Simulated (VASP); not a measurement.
The system is I.

```xyz
4
Lattice="3.6350 -2.3950 0.0000 3.6350 2.3950 0.0000 0.0000 0.0000 9.7934" Properties=species:S:1:pos:R:3 pbc="T T T"
I     3.6350   -0.7152    3.7646
I     3.6350    1.6799    1.1321
I     3.6350    0.7152    6.0288
I     3.6350   -1.6799    8.6613
```

| Item | Value |
| --- | --- |
| Program | VASP 6.6.1 |
| Task | relaxation of cell and atoms |
| Functional | RPBE |
| Dispersion | D4 |
| Potentials or basis | VASP PAW PBE potentials, release 64 (I) |
| Cutoff | 600 eV |
| k mesh | 7 × 7 × 3 |
| Occupations | fermi-dirac, width 0.05 eV |
| Spin | no spin polarisation |

At the start: pressure 0.2 GPa; volume 42.63 Å³/atom.

Q: How do energy, volume and symmetry change on relaxing?

A: Over 22 steps the energy falls by 53.3 meV/atom and the volume is 37.49 Å³/atom (-12.1 %); space group Cmce (No. 64, to 0.1 Å) before and after.

Step by step:
```
step  energy change (eV)  largest force (eV/Å)  pressure (GPa)  volume (Å³)
   1              0.0000                0.8919            0.16       170.52
   2             -0.0661                0.0369           -1.66       171.56
   3             -0.0705                0.1539           -1.34       171.34
   4             -0.1444                0.1290           -0.89       163.48
   5             -0.1849                0.1716            0.06       153.99
   6             -0.1927                0.1571           -0.10       152.91
   7             -0.1959                0.1860           -0.26       151.63
   8             -0.2012                0.1555           -0.09       150.39
   9             -0.2062                0.0806            0.39       147.21
  10             -0.2091                0.0409            0.25       147.61
  11             -0.2101                0.0057            0.10       148.04
  12             -0.2114                0.0076            0.11       148.52
  13             -0.2124                0.0356            0.14       149.70
  14             -0.2126                0.0116           -0.11       150.97
  15             -0.2128                0.0115           -0.01       150.44
  16             -0.2128                0.0110           -0.01       150.46
  17             -0.2128                0.0058           -0.01       150.35
  18             -0.2130                0.0054           -0.01       150.13
  19             -0.2130                0.0093           -0.01       150.04
  20             -0.2130                0.0044            0.04       149.88
  21             -0.2130                0.0041            0.03       149.90
  22             -0.2130                0.0030            0.02       149.96
```

Final structure:
```cif
data_structure
_symmetry_space_group_name_H-M 'P 1'
_symmetry_Int_Tables_number 1
_cell_length_a 4.1545
_cell_length_b 4.1545
_cell_length_c 9.6183
_cell_angle_alpha 90.000
_cell_angle_beta 90.000
_cell_angle_gamma 64.592
_cell_volume 149.96
loop_
_atom_site_label
_atom_site_type_symbol
_atom_site_fract_x
_atom_site_fract_y
_atom_site_fract_z
_atom_site_occupancy
I1 I 0.67490 0.32510 0.37772 1
I2 I 0.17490 0.82510 0.12228 1
I3 I 0.32510 0.67490 0.62228 1
I4 I 0.82510 0.17490 0.87772 1
```

Caveat: the PAW data sets were made with another functional, which shifts forces and pressure a little.
